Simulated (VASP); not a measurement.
# K7Mg7InF24 (a cell with a defect) in VASP: settings compared, part 2 of 2

VASP 6.6.1. The steps go on from the part before.

## 3. Single point, PBEsol

INCAR reads:

```
  PREC = Accurate
  ENCUT = 520
  EDIFF = 1E-6
  ISMEAR = 1
  SIGMA = 0.05
  LREAL = Auto
  LASPH = True
  NELM = 100
  ALGO = Normal
  ISIF = 2
  LWAVE = False
  LCHARG = False
  GGA = PS
  NBANDS = 154
  ISYM = 0
```

KPOINTS reads:

```
Automatic mesh
0
Gamma
  1 1 1
  0.25 0.25 0.25
```

POSCAR reads:

```
K7Mg7InF24
1.0
    7.9825440000      0.0000000000      0.0000000000
    0.0000000000      7.9825440000      0.0000000000
    0.0000000000      0.0000000000      7.9825440000
K In Mg F
7 1 7 24
Direct
    0.9947560000      0.9913550000      0.5023740000
    0.0024340000      0.4931150000      0.0086030000
    0.9876830000      0.5032560000      0.4983010000
    0.5060270000      0.9995450000      0.0007370000
    0.5058660000      0.9993790000      0.5018450000
    0.5055770000      0.5031130000      0.0043640000
    0.5102020000      0.4960690000      0.5003320000
    0.2542760000      0.2547080000      0.2534440000
    0.2486180000      0.2454190000      0.7472710000
    0.2525180000      0.7418160000      0.2496830000
    0.2597440000      0.7467420000      0.7475990000
    0.7483780000      0.2509550000      0.2617250000
    0.7483680000      0.2517730000      0.7421240000
    0.7521550000      0.7442520000      0.2541690000
    0.7497610000      0.7459540000      0.7532500000
    0.2444990000      0.2537720000      0.9967820000
    0.2548660000      0.2515770000      0.4997090000
    0.2525400000      0.7492430000      0.9963080000
    0.2531060000      0.7455340000      0.5038040000
    0.7596230000      0.2543050000      0.9995480000
    0.7533160000      0.2571950000      0.5002380000
    0.7501110000      0.7604190000      0.0028640000
    0.7436340000      0.7485710000      0.5032980000
    0.9936330000      0.2553780000      0.2589480000
    0.0098070000      0.2536820000      0.7540680000
    0.0022200000      0.7579670000      0.2551590000
    0.0039000000      0.7507060000      0.7561480000
    0.4887830000      0.2541890000      0.2472570000
    0.5085810000      0.2598300000      0.7448200000
    0.5045090000      0.7535580000      0.2453580000
    0.5062690000      0.7438790000      0.7470550000
    0.2581910000      0.9996100000      0.2445740000
    0.2473570000      0.0007440000      0.7454740000
    0.2460900000      0.4996490000      0.2557280000
    0.2457320000      0.5051430000      0.7458190000
    0.7479770000      0.9993200000      0.2477980000
    0.7424050000      0.0032370000      0.7482870000
    0.7432620000      0.5022620000      0.2498300000
    0.7400980000      0.5046140000      0.7451980000
```

Potentials or basis: VASP PAW PBE potentials, release 64 (K_sv, In_d, Mg, F).

Run with:

```
$ cat potpaw_PBE.64/K_sv/POTCAR potpaw_PBE.64/In_d/POTCAR potpaw_PBE.64/Mg/POTCAR potpaw_PBE.64/F/POTCAR > POTCAR
$ mpirun -np 1 vasp_std > vasp.out
```

OUTCAR:

```text
PREC = Accurate
   ENCUT = 520
   EDIFF = 1E-6
   ISMEAR = 1
   LREAL = Auto
   LASPH = True
   NELM = 100
   ISIF = 2
   GGA = PS
   ISYM = 0

 ion  position               nearest neighbor table
   1  0.995  0.991  0.502-  26 2.71  23 2.79  27 2.79  33 2.80  37 2.81  36 2.83  19 2.85  14 3.40
                            15 3.42  13 3.44  12 3.44   9 3.47  11 3.48  10 3.50   8 3.56
   2  0.002  0.493  0.009-  16 2.72  20 2.72  24 2.76  34 2.77  25 2.79  38 2.83   8 3.39  10 3.41
                            14 3.44  12 3.45   9 3.48  15 3.51  13 3.51  11 3.56
   3  0.988  0.503  0.498-  21 2.71  24 2.75  23 2.76  38 2.78  39 2.79  26 2.81  34 2.83  35 2.85
                            27 2.86  25 2.86  14 3.32  12 3.36  13 3.39  15 3.39  10 3.47   8 3.51
   4  0.506  1.000  0.001-  22 2.73  36 2.76  37 2.76  30 2.77  32 2.78  28 2.83  18 2.84  15 3.43
                            11 3.47  13 3.47  14 3.48  12 3.48   9 3.49   8 3.50  10 3.50
   5  0.506  0.999  0.502-  37 2.73  23 2.76  36 2.80  31 2.83  33 2.84  30 2.84  17 2.84  29 2.84
                            32 2.85  21 2.85  12 3.38  13 3.39  11 3.43  15 3.45   9 3.45  14 3.45
   6  0.506  0.503  0.004-  38 2.73  30 2.77  28 2.78  39 2.79  31 2.81  18 2.82  22 2.83  20 2.84
                            29 2.84  10 3.40  14 3.40  15 3.40  11 3.44   8 3.45  12 3.47  13 3.49
   7  0.510  0.496  0.500-  39 2.68  29 2.71  21 2.72  38 2.73  23 2.75  31 2.79  28 2.80  17 2.82
                            12 3.33  13 3.34  14 3.39  15 3.42   8 3.43  11 3.45  10 3.48   9 3.50
   8  0.254  0.255  0.253-  28 1.87  34 1.96  17 1.97  32 2.04  16 2.05  24 2.08   2 3.39   7 3.43
                             6 3.45   5 3.48   4 3.50   3 3.51   1 3.56
   9  0.249  0.245  0.747-  25 1.91  33 1.95  17 1.98  16 1.99  35 2.07  29 2.08   5 3.45   1 3.47
                             2 3.48   4 3.49   7 3.50   3 3.54   6 3.56
  10  0.253  0.742  0.250-  34 1.93  26 2.00  30 2.01  18 2.02  19 2.03  32 2.06   6 3.40   2 3.41
                             3 3.47   7 3.48   1 3.50   4 3.50   5 3.52
  11  0.260  0.747  0.748-  35 1.93  19 1.95  31 1.97  18 1.99  33 2.03  27 2.04   5 3.43   6 3.44
                             7 3.45   4 3.47   1 3.48   3 3.53   2 3.56
  12  0.748  0.251  0.262-  21 1.90  24 1.96  38 2.01  36 2.01  28 2.08  20 2.09   7 3.33   3 3.36
                             5 3.38   1 3.44   2 3.45   6 3.47   4 3.48
  13  0.748  0.252  0.742-  29 1.92  21 1.93  37 1.99  39 2.02  20 2.06  25 2.09   7 3.34   3 3.39
                             5 3.39   1 3.44   4 3.47   6 3.49   2 3.51
  14  0.752  0.744  0.254-  38 1.93  30 1.98  23 1.99  26 2.00  22 2.01  36 2.04   3 3.32   7 3.39
                             6 3.40   1 3.40   2 3.44   5 3.45   4 3.48
  15  0.750  0.746  0.753-  39 1.93  31 1.94  22 2.00  23 2.00  27 2.03  37 2.05   3 3.39   6 3.40
                             1 3.42   7 3.42   4 3.43   5 3.45   2 3.51
  16  0.244  0.254  0.997-   9 1.99   8 2.05   2 2.72
  17  0.255  0.252  0.500-   8 1.97   9 1.98   7 2.82   5 2.84
  18  0.253  0.749  0.996-  11 1.99  10 2.02   6 2.82   4 2.84
  19  0.253  0.746  0.504-  11 1.95  10 2.03   1 2.85
  20  0.760  0.254  1.000-  13 2.06  12 2.09   2 2.72   6 2.84
  21  0.753  0.257  0.500-  12 1.90  13 1.93   3 2.71   7 2.72   5 2.85
  22  0.750  0.760  0.003-  15 2.00  14 2.01   4 2.73   6 2.83
  23  0.744  0.749  0.503-  14 1.99  15 2.00   7 2.75   5 2.76   3 2.76   1 2.79
  24  0.994  0.255  0.259-  12 1.96   8 2.08   3 2.75   2 2.76
  25  0.010  0.254  0.754-   9 1.91  13 2.09   2 2.79   3 2.86
  26  0.002  0.758  0.255-  14 2.00  10 2.00   1 2.71   3 2.81
  27  0.004  0.751  0.756-  15 2.03  11 2.04   1 2.79   3 2.86
  28  0.489  0.254  0.247-   8 1.87  12 2.08   6 2.78   7 2.80   4 2.83
  29  0.509  0.260  0.745-  13 1.92   9 2.08   7 2.71   6 2.84   5 2.84
  30  0.505  0.754  0.245-  14 1.98  10 2.01   4 2.77   6 2.77   5 2.84
  31  0.506  0.744  0.747-  15 1.94  11 1.97   7 2.79   6 2.81   5 2.83
  32  0.258  1.000  0.245-   8 2.04  10 2.06   4 2.78   5 2.85
  33  0.247  0.001  0.745-   9 1.95  11 2.03   1 2.80   5 2.84
  34  0.246  0.500  0.256-  10 1.93   8 1.96   2 2.77   3 2.83
  35  0.246  0.505  0.746-  11 1.93   9 2.07   3 2.85
  36  0.748  0.999  0.248-  12 2.01  14 2.04   4 2.76   5 2.80   1 2.83
  37  0.742  0.003  0.748-  13 1.99  15 2.05   5 2.73   4 2.76   1 2.81
  38  0.743  0.502  0.250-  14 1.93  12 2.01   6 2.73   7 2.73   3 2.78   2 2.83
  39  0.740  0.505  0.745-  15 1.93  13 2.02   7 2.68   6 2.79   3 2.79

IMPORTANT INFORMATION: All symmetrisations will be switched off!
NOSYMM: (Re-)initialisation of all symmetry stuff for point group C_1.

[... 149 lines left out ...]
   EDIFFG = 0.1E-04   stopping-criterion for IOM
   NSW    =      0    number of steps for IOM
   IBRION =     -1    ionic relax: 0-MD 1-quasi-New 2-CG
   NFREE  =      0    steps in history (QN), initial steepest desc. (CG)
   ISIF   =      2    stress and relaxation
   ISYM   =      0    0-nonsym 1-usesym 2-fastsym
   POTIM  = 0.5000    time-step for ionic-motion
   TEBEG  =    0.0;   TEEND  =   0.0 temperature during run
   PSTRESS=    0.0 pullay stress
   NELECT =     258.0000    total number of electrons
   NUPDOWN=      -1.0000    fix difference up-down
   EMIN   =  10.00;   EMAX   =-10.00  energy-range for DOS
   EFERMI =   0.00;   METHOD = LEGACY
   ISMEAR =     1;   SIGMA  =   0.05  broadening in eV -4-tet -1-fermi 0-gaus
   EFERMI_NEDOS =   21; number of points for ismear=-14 and -15
   IALGO  =     38    algorithm
   IMIX   =      4    mixing-type and parameters
     AMIX     =   0.40;   BMIX     =  1.00
     AMIX_MAG =   1.60;   BMIX_MAG =  1.00
  volume/ion in A,a.u.               =      13.04        88.01
  Fermi-wavevector in a.u.,A,eV,Ry     =   1.305590  2.467207 23.192011  1.704565
  Thomas-Fermi vector in A             =   2.436449
   LORBIT       =      0    0 simple, 1 ext, 2 COOP (PROOUT), +10 PAW based schemes
   GGA     = PS    functional components
   LHFCALC =     F    Hartree Fock is set to
   AEXX    =    0.0000 exact exchange contribution
   IVDW    =     0    specifies the selected vdW correction
   LEPSILON=     F    determine dielectric tensor
   LRPA    =     F    only Hartree local field effects (RPA)
 non-spin polarized calculation
 Methfessel and Paxton  Order N= 1 SIGMA  =   0.05
  energy-cutoff  :      520.00
  volume of cell :      508.66
 maximum number of plane-waves:     13679
   NGX = 29   NGY = 29   NGZ = 29

 number of electron     258.0000071 magnetization

 Free energy of the ion-electron system (eV)
  ---------------------------------------------------
  ext. energy  EPLUGINS =         0.00000000
  ---------------------------------------------------
  free energy    TOTEN  =      -193.30027868 eV

  energy without entropy =     -193.30332322  energy(sigma->0) =     -193.30129352

 E-fermi :  -0.9770     XC(G=0):  -9.7604

 val. band max:       -1.0160597548   @ k =   0.2500  -0.2500   0.2500
 cond. band min:       4.7401966236   @ k =   0.2500   0.2500   0.2500
 fundamental gap:      5.7562563784
 Fermi energy:        -0.9769855299

 k-point     1 :       0.2500    0.2500    0.2500
  band No.  band energies     occupation
      1     -27.6014      2.00000
      2     -27.4422      2.00000
      3     -27.4244      2.00000
      4     -27.3962      2.00000
      5     -27.0834      2.00000
      6     -27.0243      2.00000
[... 565 lines left out ...]
    140       8.8186      0.00000
    141       8.8609      0.00000
 [bands above 141 left out]

------------------------ aborting loop because EDIFF is reached ----------------------------------------

  FORCE on cell =-STRESS in cart. coord.  units (eV):
  Direction    XX          YY          ZZ          XY          YZ          ZX
  --------------------------------------------------------------------------------------
  -------------------------------------------------------------------------------------
  Total        9.7678454      7.1964566      6.1535279     -0.6946901     -0.2054493     -0.4734965
  in kB       30.7670172     22.6675890     19.3825445     -2.1881533     -0.6471297     -1.4914317
  external PRESSURE =      24.2723836 kB  Pullay stress =       0.0000000 kB

 VOLUME and BASIS-vectors are now :
 -----------------------------------------------------------------------------
  energy-cutoff  :      520.00
  volume of cell :      508.66
      direct lattice vectors                 reciprocal lattice vectors
     7.982544000  0.000000000  0.000000000     0.125273346  0.000000000  0.000000000
     0.000000000  7.982544000  0.000000000     0.000000000  0.125273346  0.000000000
     0.000000000  0.000000000  7.982544000     0.000000000  0.000000000  0.125273346

 POSITION                                       TOTAL-FORCE (eV/Angst)
 -----------------------------------------------------------------------------------
      7.94068      7.91353      4.01022        -0.025499     -0.171473      0.290554
      0.01943      3.93631      0.06867        -0.292751      0.373046     -0.595688
      7.88422      4.01726      3.97771         0.168036      0.306052      0.509863
      4.03938      7.97891      0.00588         0.250669     -0.233364     -0.263706
      4.03810      7.97759      4.00600         0.080451     -0.386603      0.224406
      4.03579      4.01612      0.03484         0.191309      0.220306     -0.491349
[... 31 lines left out ...]
      5.93312      4.00933      1.99428        -0.003270     -0.553826      0.201900
      5.90786      4.02810      5.94858         0.269904     -0.554377     -0.012786
 -----------------------------------------------------------------------------------
    total drift:                                0.021380      0.005751      0.012667

  FREE ENERGIE OF THE ION-ELECTRON SYSTEM (eV)
  ---------------------------------------------------
  free  energy   TOTEN  =      -193.3002786791 eV

  energy  without entropy=     -193.3033232151  energy(sigma->0) =     -193.30129352
```

Wall time 13 min (1 thread of Intel Xeon Platinum 8259CL at 2.50GHz (Skylake/Cascade Lake), shared host); peak memory 0.61 GiB.

What came out:

| Property | Result |
| --- | --- |
| Free energy | -193.3003 eV |
| Pressure | 2.4 GPa |
| Largest force | 5.168 eV/Å |
| Band gap on the k mesh | 5.76 eV |

Forces in eV/Å, atoms in the order of the input:
```
K   -0.025 -0.171  0.291
K   -0.293  0.373 -0.596
K    0.168  0.306  0.510
K    0.251 -0.233 -0.264
K    0.080 -0.387  0.224
K    0.191  0.220 -0.491
K   -0.094  0.472  0.406
In  -4.289 -2.289 -1.755
Mg   0.016  0.135  0.604
Mg  -0.363  1.367 -0.445
Mg  -1.009  0.663  0.691
Mg   0.406 -0.683 -1.711
Mg   1.103 -0.388  1.488
Mg   0.362  1.281 -0.800
Mg   0.872  1.041  0.616
F    0.429  0.275 -0.353
F    0.053  0.006  1.685
F    0.438 -0.445  0.583
F    0.159  0.002 -0.789
F   -0.587  0.359  0.372
F   -0.196 -0.034 -0.159
F   -0.290 -0.671  0.046
F    0.130 -0.083 -0.268
F    0.064  0.212  0.283
F   -0.810  0.291 -0.626
F    0.149 -0.623  0.336
F   -0.265 -0.356 -0.543
F    4.492  0.105  0.062
F   -1.044 -0.118 -0.037
F   -0.529 -0.328  0.262
F   -0.394  0.090  0.009
F    0.139 -0.709  0.391
F    0.620  0.024 -0.342
F    0.055  1.855  0.013
F    0.307 -0.879 -0.055
F   -0.376  0.468  0.654
F   -0.188 -0.040 -0.481
F   -0.003 -0.554  0.202
F    0.270 -0.554 -0.013
```

Stress tensor (GPa, compression positive):
```
 3.08 -0.22 -0.15
-0.22  2.27 -0.06
-0.15 -0.06  1.94
```

Caveat: the PAW data sets were made with another functional, which shifts forces and pressure a little; spin-orbit coupling is left out, which moves the levels of the heavy elements.

## 4. Single point, PBE

INCAR reads:

```
SYSTEM = K7Mg7InF24
PREC = Accurate ; ENCUT = 520
EDIFF = 1E-7 ; ISMEAR = -1
SIGMA = 0.05 ; LREAL = Auto
LASPH = .TRUE. ; NELM = 60
ALGO = Normal ; ISIF = 2
LWAVE = .FALSE. ; LCHARG = .FALSE.
GGA = PE ; ISYM = 0
NBANDS = 154
```

KPOINTS is that of step 3.

POSCAR is that of step 3.

Run with:

```
$ cat potpaw_PBE.64/K_sv/POTCAR potpaw_PBE.64/In_d/POTCAR potpaw_PBE.64/Mg/POTCAR potpaw_PBE.64/F/POTCAR > POTCAR
$ mpirun -np 1 vasp_std > vasp.out
```

Run time: 16 min. Hardware: 1 thread of Intel Xeon Platinum 8259CL at 2.50GHz (Skylake/Cascade Lake), shared host; peak memory 0.6 GiB.

Results (log left out):

```yaml
Free_energy: -186.3158 eV
Pressure: 5.9 GPa
Largest_force: 5.346 eV/Å
Band_gap_on_the_k_mesh: 5.87 eV
```

Forces on the atoms (eV/Å):
```
K   -0.016 -0.152  0.295
K   -0.315  0.416 -0.622
K    0.195  0.316  0.531
K    0.239 -0.217 -0.288
K    0.068 -0.389  0.222
K    0.182  0.215 -0.511
K   -0.129  0.494  0.397
In  -4.436 -2.367 -1.817
Mg   0.030  0.133  0.623
Mg  -0.375  1.400 -0.458
Mg  -1.027  0.692  0.711
Mg   0.402 -0.707 -1.755
Mg   1.149 -0.403  1.526
Mg   0.384  1.308 -0.820
Mg   0.909  1.075  0.641
F    0.425  0.248 -0.516
F    0.045  0.001  1.895
F    0.415 -0.423  0.596
F    0.163  0.008 -0.814
F   -0.577  0.328  0.377
F   -0.196 -0.055 -0.157
F   -0.249 -0.665  0.039
F    0.138 -0.073 -0.276
F   -0.066  0.177  0.270
F   -0.862  0.268 -0.621
F    0.150 -0.607  0.302
F   -0.278 -0.336 -0.518
F    4.798  0.099  0.053
F   -1.095 -0.130 -0.017
F   -0.551 -0.334  0.276
F   -0.418  0.102  0.017
F    0.109 -0.890  0.378
F    0.615  0.013 -0.314
F    0.056  2.070  0.018
F    0.315 -0.911 -0.053
F   -0.351  0.482  0.641
F   -0.151 -0.047 -0.459
F    0.004 -0.565  0.192
F    0.304 -0.573  0.013
```

Stress tensor (GPa, compression positive):
```
 6.58 -0.24 -0.15
-0.24  5.75 -0.06
-0.15 -0.06  5.43
```

Levels at points of the mesh, in eV from the valence-band top:
```
           k point  band 126  band 127  band 128  band 129  band 130  band 131  band 132  band 133
(0.25, 0.25, 0.25)     -0.39     -0.20     -0.09      0.00      5.87      7.87      8.52      8.55
```

Caveat: spin-orbit coupling is left out, which moves the levels of the heavy elements.

## 5. Summary

```tsv
level	smearing	gap on the mesh (eV)	pressure (GPa)	largest force (eV/Å)
PBEsol+D4	fermi-dirac 0.05 eV	5.76	1.8	5.17
PBEsol	methfessel-paxton 0.05 eV	5.76	2.4	5.17
PBE	fermi-dirac 0.05 eV	5.87	5.9	5.35
```

Alike in all rows: task single point; potentials or basis VASP PAW PBE potentials, release 64 (K_sv, In_d, Mg, F); no spin polarisation; cell as given; k mesh 1 × 1 × 1, shifted; cutoff (eV) 520.

On the cell as given the gap runs from 5.76 eV (PBEsol+D4) to 5.87 eV (PBE). The pressure there spans 1.8 GPa (PBEsol+D4) to 5.9 GPa (PBE); a positive pressure means that this level wants a larger cell, a negative one a smaller.

Caveats: spin-orbit coupling is left out, which moves the levels of the heavy elements; the PAW data sets were made with another functional, which shifts forces and pressure a little (at least some runs).

Total energies depend on the potentials used, so only differences within one code and one set of settings carry meaning.
